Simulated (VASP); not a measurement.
# LiGeH3 (P4/mbm) in VASP: further runs

The runs below take LiGeH3 through single point, relaxation of cell and atoms, with PBE.

All numbers are computed with VASP 6.6.1; they aren't measurements. Logs are shortened: lines on timing, memory, paths and dates and some standing lists are left out, and cuts for length are marked.

**1. The cell of the first run**

The structure is tetragonal, space group P4/mbm (No. 127). The conventional cell has a = 5.380 Å, b = 5.380 Å, c = 3.659 Å, α = 90.00°, β = 90.00°, γ = 90.00°. Li (site symmetry mmm) has 8 H at 2.24 to 2.69 Å within 3.0 Å. Within 2.4 Å of Ge (site symmetry 4/m) lie 6 H at 1.83 to 2.00 Å. H (site symmetry m2m) has 2 Ge at 2.00 Å and 2 Li at 2.24 Å and 1 H at 2.58 Å within 2.6 Å. H (site symmetry 4/m) has 2 Ge at 1.83 Å within 2.4 Å.

**2. Single point, PBE**

Contents of INCAR:

```
ALGO = Normal
EDIFF = 1E-7
ENCUT = 520
GGA = PE
ISIF = 2
ISMEAR = 0
LASPH = True
LCHARG = False
LREAL = False
LWAVE = False
NBANDS = 31
NELM = 100
PREC = Accurate
SIGMA = 0.1
```

Contents of KPOINTS:

```
k-points
0
Gamma
  8 8 10
```

Contents of POSCAR:

```
LiGeH3
1.0
    5.3797078486      0.0000000000      0.0000000000
    0.0000000000      5.3797078486      0.0000000000
    0.0000000000      0.0000000000      3.6587470933
Li Ge H
2 2 6
Direct
    0.0000000000      0.5000000000      0.5000000000
    0.5000000000      0.0000000000      0.5000000000
    0.5000000000      0.5000000000      0.0000000000
    0.0000000000      0.0000000000      0.0000000000
    0.8301654882      0.3301654882      0.0000000000
    0.6698345118      0.8301654882      0.0000000000
    0.5000000000      0.5000000000      0.5000000000
    0.1698345118      0.6698345118      0.0000000000
    0.3301654882      0.1698345118      0.0000000000
    0.0000000000      0.0000000000      0.5000000000
```

Potentials or basis: VASP PAW PBE potentials, release 64 (Li_sv, Ge_d, H).

Run with:

```sh
$ cat potpaw_PBE.64/Li_sv/POTCAR potpaw_PBE.64/Ge_d/POTCAR potpaw_PBE.64/H/POTCAR > POTCAR
$ mpirun -np 1 vasp_std > vasp.out
```

OUTCAR:

```text
EDIFF = 1E-7
   ENCUT = 520
   GGA = PE
   ISIF = 2
   ISMEAR = 0
   LASPH = True
   LREAL = False
   NELM = 100
   PREC = Accurate

 ion  position               nearest neighbor table
   1  0.000  0.500  0.500-
   2  0.500  0.000  0.500-
   3  0.500  0.500  0.000-   7 1.83   7 1.83
   4  0.000  0.000  0.000-  10 1.83  10 1.83
   5  0.830  0.330  0.000-
   6  0.670  0.830  0.000-
   7  0.500  0.500  0.500-   3 1.83   3 1.83
   8  0.170  0.670  0.000-
   9  0.330  0.170  0.000-
  10  0.000  0.000  0.500-   4 1.83   4 1.83

  LATTYP: Found a simple tetragonal cell.
 ALAT       =     5.3797078486
 C/A-ratio  =     0.6801014472

  Lattice vectors:

 A1 = (   5.3797078486,   0.0000000000,   0.0000000000)
 A2 = (   0.0000000000,   5.3797078486,   0.0000000000)
 A3 = (   0.0000000000,   0.0000000000,   3.6587470933)

Analysis of symmetry for initial positions (statically):
=====================================================================
 Subroutine PRICEL returns:
 Original cell was already a primitive cell.

 Routine SETGRP: Setting up the symmetry group for a
 simple tetragonal supercell.

 Subroutine GETGRP returns: Found 16 space group operations
 (whereof  8 operations were pure point group operations)
 out of a pool of 16 trial point group operations.

The static configuration has the point symmetry C_4h.
 The point group associated with its full space group is D_4h.

Analysis of symmetry for dynamics (positions and initial velocities):
=====================================================================
 Subroutine PRICEL returns:
 Original cell was already a primitive cell.

 Routine SETGRP: Setting up the symmetry group for a
 simple tetragonal supercell.

 Subroutine GETGRP returns: Found 16 space group operations
 (whereof  8 operations were pure point group operations)
 out of a pool of 16 trial point group operations.

The dynamic configuration has the point symmetry C_4h.
 The point group associated with its full space group is D_4h.

 Subroutine INISYM returns: Found 16 space group operations
 (whereof  8 operations are pure point group operations),
 and found     1 'primitive' translations

----------------------------------------------------------------------------------------

                                     Primitive cell

  volume of cell :     105.8887

  direct lattice vectors                    reciprocal lattice vectors
     5.379707849  0.000000000  0.000000000     0.185883700  0.000000000  0.000000000
     0.000000000  5.379707849  0.000000000     0.000000000  0.185883700  0.000000000
     0.000000000  0.000000000  3.658747093     0.000000000  0.000000000  0.273317607

  length of vectors
     5.379707849  5.379707849  3.658747093     0.185883700  0.185883700  0.273317607

  position of ions in fractional coordinates (direct lattice)
     0.000000000  0.500000000  0.500000000
     0.500000000  0.000000000  0.500000000
     0.500000000  0.500000000  0.000000000
     0.000000000  0.000000000  0.000000000
     0.830165488  0.330165488  0.000000000
     0.669834512  0.830165488  0.000000000
     0.500000000  0.500000000  0.500000000
     0.169834512  0.669834512  0.000000000
     0.330165488  0.169834512  0.000000000
     0.000000000  0.000000000  0.500000000

  ion indices of the primitive-cell ions
   primitive index   ion index
                 1           1
                 2           2
                 3           3
                 4           4
                 5           5
                 6           6
                 7           7
                 8           8
                 9           9
                10          10

----------------------------------------------------------------------------------------

 KPOINTS: k-points

Automatic generation of k-mesh.
 Grid dimensions read from file:
 generate k-points for:    8    8   10

 Generating k-lattice:

  Cartesian coordinates                     Fractional coordinates (reciprocal lattice)
     0.023235463  0.000000000  0.000000000     0.125000000  0.000000000  0.000000000
     0.000000000  0.023235463  0.000000000     0.000000000  0.125000000  0.000000000
     0.000000000  0.000000000  0.027331761     0.000000000  0.000000000  0.100000000

  Length of vectors
     0.023235463  0.023235463  0.027331761

  Shift w.r.t. Gamma in fractional coordinates (k-lattice)
     0.000000000  0.000000000  0.000000000

 Subroutine IBZKPT returns following result:
 ===========================================

 Found     90 irreducible k-points:

 Following reciprocal coordinates:
            Coordinates               Weight
  0.000000  0.000000  0.000000      1.000000
  0.125000  0.000000  0.000000      4.000000
  0.250000  0.000000  0.000000      4.000000
  0.375000  0.000000  0.000000      4.000000
  0.500000  0.000000  0.000000      2.000000
  0.125000  0.125000  0.000000      4.000000
[... 16 lines left out ...]
  0.375000  0.125000  0.100000     16.000000
  0.500000  0.125000  0.100000      8.000000
 [... further k-points ...]
   k-points           NKPTS =     90   k-points in BZ     NKDIM =     90   number of bands    NBANDS=     31
   number of dos      NEDOS =    301   number of ions     NIONS =     10
   total plane-waves  NPLWV =  44800
   dimension x,y,z NGX =    40 NGY =   40 NGZ =   28
   dimension x,y,z NGXF=    80 NGYF=   80 NGZF=   56
   ions per type =               2   2   6
   NGX,Y,Z   is equivalent  to a cutoff of  12.36, 12.36, 12.72 a.u.
   NGXF,Y,Z  is equivalent  to a cutoff of  24.72, 24.72, 25.45 a.u.
 SYSTEM =  unknown system
   PREC   = accura    normal or accurate (medium, high low for compatibility)
   ISTART =      0    job   : 0-new  1-cont  2-samecut
   ICHARG =      2    charge: 1-file 2-atom 10-const
   ISPIN  =      1    spin polarized calculation?
   LNONCOLLINEAR =      F non collinear calculations
   LSORBIT =      F    spin-orbit coupling
   LASPH  =      T    aspherical Exc in radial PAW
   ENCUT  =  520.0 eV  38.22 Ry    6.18 a.u.  10.00 10.00  6.80*2*pi/ulx,y,z
   NELM   =    100;   NELMIN=  2; NELMDL= -5     # of ELM steps
   EDIFF  = 0.1E-06   stopping-criterion for ELM
   LREAL  =      F    real-space projection
   EDIFFG = 0.1E-05   stopping-criterion for IOM
   NSW    =      0    number of steps for IOM
   IBRION =     -1    ionic relax: 0-MD 1-quasi-New 2-CG
   NFREE  =      0    steps in history (QN), initial steepest desc. (CG)
   ISIF   =      2    stress and relaxation
   ISYM   =      2    0-nonsym 1-usesym 2-fastsym
   POTIM  = 0.5000    time-step for ionic-motion
   TEBEG  =    0.0;   TEEND  =   0.0 temperature during run
   PSTRESS=    0.0 pullay stress
   NELECT =      40.0000    total number of electrons
   NUPDOWN=      -1.0000    fix difference up-down
   EMIN   =  10.00;   EMAX   =-10.00  energy-range for DOS
   EFERMI =   0.00;   METHOD = LEGACY
   ISMEAR =     0;   SIGMA  =   0.10  broadening in eV -4-tet -1-fermi 0-gaus
   EFERMI_NEDOS =   21; number of points for ismear=-14 and -15
   IALGO  =     38    algorithm
   IMIX   =      4    mixing-type and parameters
     AMIX     =   0.40;   BMIX     =  1.00
     AMIX_MAG =   1.60;   BMIX_MAG =  1.00
  volume/ion in A,a.u.               =      10.59        71.46
  Fermi-wavevector in a.u.,A,eV,Ry     =   1.183436  2.236370 19.055253  1.400522
  Thomas-Fermi vector in A             =   2.319671
   LORBIT       =      0    0 simple, 1 ext, 2 COOP (PROOUT), +10 PAW based schemes
   GGA     = PE    functional components
   LHFCALC =     F    Hartree Fock is set to
   AEXX    =    0.0000 exact exchange contribution
   IVDW    =     0    specifies the selected vdW correction
   LEPSILON=     F    determine dielectric tensor
   LRPA    =     F    only Hartree local field effects (RPA)
 non-spin polarized calculation
 Gauss-broadening in eV      SIGMA  =   0.10
  energy-cutoff  :      520.00
  volume of cell :      105.89
 maximum number of plane-waves:      2880
   NGX = 21   NGY = 21   NGZ = 13

 number of electron      39.9999967 magnetization

 Free energy of the ion-electron system (eV)
  ---------------------------------------------------
  ext. energy  EPLUGINS =         0.00000000
  ---------------------------------------------------
  free energy    TOTEN  =       -31.07501076 eV

  energy without entropy =      -31.06929030  energy(sigma->0) =      -31.07215053

 E-fermi :   3.4125     XC(G=0):  -8.8436

 val. band max:        3.3669316132   @ k =   0.2500   0.2500   0.1000
 cond. band min:       3.4224491199   @ k =   0.0000   0.0000   0.3000
 fundamental gap:      0.0555175067
 Fermi energy:         3.4124950355

 k-point     1 :       0.0000    0.0000    0.0000
  band No.  band energies     occupation
      1     -44.7585      2.00000
      2     -44.7578      2.00000
      3     -21.5771      2.00000
      4     -21.5709      2.00000
      5     -21.5693      2.00000
      6     -21.5525      2.00000
[... 23 lines left out ...]
     30      11.5957      0.00000
     31      11.8022      0.00000

 k-point     2 :       0.1250    0.0000    0.0000
  band No.  band energies     occupation
      1     -44.7585      2.00000
      2     -44.7578      2.00000
      3     -21.5768      2.00000
      4     -21.5700      2.00000
      5     -21.5695      2.00000
      6     -21.5522      2.00000
[... 23 lines left out ...]
     30      11.5029      0.00000
     31      11.5522      0.00000

 k-point     3 :       0.2500    0.0000    0.0000
  band No.  band energies     occupation
      1     -44.7584      2.00000
      2     -44.7579      2.00000
      3     -21.5759      2.00000
      4     -21.5704      2.00000
      5     -21.5676      2.00000
      6     -21.5526      2.00000
[... 703 lines left out ...]
     30       9.8602      0.00000
     31      10.5865      0.00000

 k-point    24 :       0.5000    0.1250    0.1000
  band No.  band energies     occupation
      1     -44.7581      2.00000
      2     -44.7581      2.00000
      3     -21.5704      2.00000
      4     -21.5704      2.00000
      5     -21.5593      2.00000
      6     -21.5593      2.00000
[... 23 lines left out ...]
     30       9.8912      0.00000
     31      10.6169      0.00000

 [... further k-points ...]
[... 5 lines left out ...]
  --------------------------------------------------------------------------------------
  -------------------------------------------------------------------------------------
  Total       -0.0857079     -0.0857079     -0.0960291      0.0000000      0.0000000      0.0000000
  in kB       -1.2968256     -1.2968256     -1.4529941      0.0000000      0.0000000      0.0000000
  external PRESSURE =      -1.3488817 kB  Pullay stress =       0.0000000 kB

 VOLUME and BASIS-vectors are now :
 -----------------------------------------------------------------------------
  energy-cutoff  :      520.00
  volume of cell :      105.89
      direct lattice vectors                 reciprocal lattice vectors
     5.379707849  0.000000000  0.000000000     0.185883700  0.000000000  0.000000000
     0.000000000  5.379707849  0.000000000     0.000000000  0.185883700  0.000000000
     0.000000000  0.000000000  3.658747093     0.000000000  0.000000000  0.273317607

 POSITION                                       TOTAL-FORCE (eV/Angst)
 -----------------------------------------------------------------------------------
      0.00000      2.68985      1.82937        -0.000000      0.000000     -0.000000
      2.68985      0.00000      1.82937        -0.000000      0.000000     -0.000000
      2.68985      2.68985      0.00000        -0.000000      0.000000     -0.000000
      0.00000      0.00000      0.00000        -0.000000      0.000000     -0.000000
      4.46605      1.77619      0.00000        -0.000226     -0.000226      0.000000
      3.60351      4.46605      0.00000         0.000226     -0.000226     -0.000000
      2.68985      2.68985      1.82937        -0.000000      0.000000     -0.000000
      0.91366      3.60351      0.00000         0.000226      0.000226     -0.000000
      1.77619      0.91366      0.00000        -0.000226      0.000226      0.000000
      0.00000      0.00000      1.82937        -0.000000      0.000000     -0.000000
 -----------------------------------------------------------------------------------
    total drift:                                0.000000     -0.000000     -0.000000

  FREE ENERGIE OF THE ION-ELECTRON SYSTEM (eV)
  ---------------------------------------------------
  free  energy   TOTEN  =       -31.0750107571 eV

  energy  without entropy=      -31.0692902977  energy(sigma->0) =      -31.07215053
```

Wall time 5.1 min (1 thread of Intel Xeon Platinum 8175M at 2.50GHz (Skylake/Cascade Lake), shared host); peak memory 0.36 GiB.

What came out:

- Free energy: -31.0750 eV
- Band gap on the k mesh: zero (band 20 reaches 4.13 eV, above the bottom of band 21 at 2.82 eV)

Levels at points of the mesh, in eV from the Fermi level:
| k point | band 18 | band 19 | band 20 | band 21 | band 22 | band 23 |
| --- | --- | --- | --- | --- | --- | --- |
| (0.00, 0.00, 0.00) | -3.09 | -0.68 | -0.68 | 0.09 | 0.82 | 1.75 |
| (0.50, 0.00, 0.00) | -4.74 | 0.07 | 0.07 | 0.88 | 0.88 | 1.84 |
| (0.50, 0.50, 0.00) | -2.39 | 0.72 | 0.72 | 1.08 | 1.08 | 1.59 |
| (0.00, 0.00, 0.50) | -5.46 | -3.61 | 0.17 | 0.62 | 0.62 | 0.98 |
| (0.50, 0.00, 0.50) | -4.69 | -3.28 | -3.28 | 1.84 | 1.84 | 2.20 |
| (0.50, 0.50, 0.50) | -6.62 | 0.03 | 0.03 | 0.56 | 0.56 | 1.68 |

Caveat: the cutoff is under 1.25 times the usual one of these potentials, so pressure, stress and relaxed cells hold a basis-set (Pulay) error.

**3. Relaxation of cell and atoms, PBE**

This run uses another cell than the first one, of 10.69 Å³/atom, 1.009 times its volume.

Contents of INCAR:

```
SYSTEM = LiGeH3
PREC = Accurate ; ENCUT = 600
EDIFF = 1E-7 ; ISMEAR = 0
SIGMA = 0.1 ; LREAL = .FALSE.
LASPH = .TRUE. ; NELM = 100
ALGO = Normal ; ISIF = 3
LWAVE = .FALSE. ; LCHARG = .FALSE.
GGA = PE ; IBRION = 2
NSW = 100 ; EDIFFG = -0.01
```

Contents of KPOINTS:

```
Automatic mesh
0
G
  8 8 10
  0 0 0
```

Contents of POSCAR:

```
LiGeH3
1.0
    5.0827574769      0.0000000000      0.0000000000
    0.0000000000      5.0827574769      0.0000000000
    0.0000000000      0.0000000000      4.1361699440
Li Ge H
2 2 6
Direct
    0.0000000000      0.5000000000      0.5000000000
    0.5000000000      0.0000000000      0.5000000000
    0.5000000000      0.5000000000      0.0000000000
    0.0000000000      0.0000000000      0.0000000000
    0.8304777035      0.3304777035      0.0000000000
    0.6695222965      0.8304777035      0.0000000000
    0.5000000000      0.5000000000      0.5000000000
    0.1695222965      0.6695222965      0.0000000000
    0.3304777035      0.1695222965      0.0000000000
    0.0000000000      0.0000000000      0.5000000000
```

Potentials or basis: VASP PAW PBE potentials, release 64 (Li_sv, Ge_d, H).

Run with:

```sh
$ cat potpaw_PBE.64/Li_sv/POTCAR potpaw_PBE.64/Ge_d/POTCAR potpaw_PBE.64/H/POTCAR > POTCAR
$ mpirun -np 1 vasp_std > vasp.out
```

Run time: 14 min. Hardware: 1 thread of Intel Xeon 6975P-C (Granite Rapids), shared host; peak memory 0.44 GiB.

Results (log left out):

```yaml
Free_energy: -31.0753 eV
Relaxed_volume: 10.55 Å³/atom
Relaxed_cell: a = 5.371 Å, b = 5.371 Å, c = 3.658 Å, α = 90.00°, β = 90.00°, γ = 90.00°
Space_group_after_relaxing_to_0.05_Å: P4/mbm (No. 127)
Energy_gained_by_relaxing: 19.1 meV/atom
Ionic_steps: 11
Pressure_after_relaxing: 0.0 GPa
Largest_force_after_relaxing: 0.009 eV/Å
Band_gap_on_the_k_mesh: zero (band 20 reaches 4.17 eV, above the bottom of band 21 at 2.84 eV)
```

Forces in eV/Å, atoms in the order of the input:
```
Li   0.000  0.000  0.000
Li   0.000  0.000  0.000
Ge   0.000  0.000  0.000
Ge   0.000  0.000  0.000
H   -0.006 -0.006  0.000
H    0.006 -0.006  0.000
H    0.000  0.000  0.000
H    0.006  0.006  0.000
H   -0.006  0.006  0.000
H    0.000  0.000  0.000
```

The path:
```csv
step,energy change (eV),largest force (eV/Å),pressure (GPa),volume (Å³)
1,0.0000,0.0443,-0.34,106.86
2,-0.0494,0.0272,-0.22,106.50
3,-0.1332,0.0067,0.11,105.47
4,-0.1828,0.0040,1.02,102.89
5,-0.1829,0.0024,0.84,103.17
6,-0.1832,0.0028,0.94,103.00
7,-0.1905,0.0256,0.07,105.17
8,-0.1905,0.0276,-0.05,105.38
9,-0.1905,0.0268,0.04,105.30
10,-0.1909,0.0223,0.02,105.36
11,-0.1915,0.0088,0.01,105.52
```

Final structure:
```yaml
crystal:
  lattice:
    - [5.37056, 0.00000, 0.00000]
    - [0.00000, 5.37056, 0.00000]
    - [0.00000, 0.00000, 3.65836]
  atoms:
    - { symbol: Li, position: [0.00000, 0.50000, 0.50000] }
    - { symbol: Li, position: [0.50000, 0.00000, 0.50000] }
    - { symbol: Ge, position: [0.50000, 0.50000, 0.00000] }
    - { symbol: Ge, position: [0.00000, 0.00000, 0.00000] }
    - { symbol: H, position: [0.83125, 0.33125, 0.00000] }
    - { symbol: H, position: [0.66875, 0.83125, 0.00000] }
    - { symbol: H, position: [0.50000, 0.50000, 0.50000] }
    - { symbol: H, position: [0.16875, 0.66875, 0.00000] }
    - { symbol: H, position: [0.33125, 0.16875, 0.00000] }
    - { symbol: H, position: [0.00000, 0.00000, 0.50000] }
```

Levels at points of the mesh, in eV from the Fermi level:
| k point | band 18 | band 19 | band 20 | band 21 | band 22 | band 23 |
| --- | --- | --- | --- | --- | --- | --- |
| (0.00, 0.00, 0.00) | -3.10 | -0.68 | -0.68 | 0.08 | 0.82 | 1.76 |
| (0.50, 0.00, 0.00) | -4.73 | 0.07 | 0.07 | 0.88 | 0.88 | 1.84 |
| (0.50, 0.50, 0.00) | -2.38 | 0.74 | 0.74 | 1.07 | 1.07 | 1.60 |
| (0.00, 0.00, 0.50) | -5.46 | -3.64 | 0.16 | 0.62 | 0.62 | 0.97 |
| (0.50, 0.00, 0.50) | -4.70 | -3.28 | -3.28 | 1.85 | 1.85 | 2.20 |
| (0.50, 0.50, 0.50) | -6.64 | 0.04 | 0.04 | 0.55 | 0.55 | 1.69 |

Caveat: the cutoff is under 1.25 times the usual one of these potentials, so pressure, stress and relaxed cells hold a basis-set (Pulay) error.
